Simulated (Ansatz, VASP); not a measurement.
## Zn: VASP beside Ansatz

```
Zn
1.0
    -1.50323    1.50323    1.50323
     1.50323   -1.50323    1.50323
     1.50323    1.50323   -1.50323
Zn
1
Cartesian
  0.0000 0.0000 0.0000
```

Alike in both runs: functional PBEsol; dispersion D3(BJ); k mesh 12 × 12 × 12; occupations fermi-dirac, width 0.15 eV; no spin polarisation.

Ansatz relaxed the structure, and its values are those at the end. VASP's run is a single point on that final structure, the one shown.

|  | VASP | Ansatz |
| --- | --- | --- |
| version | VASP 6.6.1 | Ansatz 0.2.0 |
| potentials or method | VASP PAW PBE potentials, release 64 (Zn), cutoff 520 eV | plane waves, PAW |
| valence electrons in the cell | 12 | 12 |

Ansatz gave:

* pressure (GPa): 0.0

**Question.** Estimate VASP's values.

**Answer.** Pressure (GPa): 0.5.

VASP's potentials were made for PBE, not for PBEsol. Ansatz's warnings: stress scf threshold loose.
